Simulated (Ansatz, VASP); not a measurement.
# Au in VASP and in Ansatz

```
Au
1.0
     2.80811    0.00000    0.00000
     0.00000    5.03795    0.00000
     0.00000    0.00000    4.79429
Au
4
Cartesian
  0.0000 1.6982 3.5957
  1.4041 0.8208 1.1986
  1.4041 4.2172 3.5957
  0.0000 3.3397 1.1986
```

Change from the starting cell: equal strain along all axes, cell held, atoms relaxed: -2.0 %.

Alike in both runs: functional PBE; k mesh 14 × 8 × 10; occupations gaussian, width 0.1 eV; no spin polarisation.

Ansatz relaxed the structure, and its values are those at the end. VASP's run is a single point on that final structure, the one shown.

|  | VASP | Ansatz |
| --- | --- | --- |
| version | VASP 6.6.1 | Ansatz 0.2.0 |
| potentials or method | VASP PAW PBE potentials, release 64 (Au), cutoff 520 eV | scalar-relativistic, plane waves, PAW |
| valence electrons in the cell | 44 | 76 |

Ansatz gave:

```
gap on the k mesh at the Fermi level (eV) : none
pressure (GPa)                            : 9.9
```

Q: Estimate VASP's values.

A: gap on the k mesh at the Fermi level (eV): none; pressure (GPa): 9.6.

A gap of «none» marks a metal or a gap that the smearing closes. The functional is the same, so the differences come from potentials, cutoffs and numerics. VASP's potentials hold 44 valence electrons a cell and Ansatz's 76, so a difference there can come from the potentials and not from the codes. Ansatz's warnings: stress scf threshold loose.

Spin-orbit coupling is off throughout.
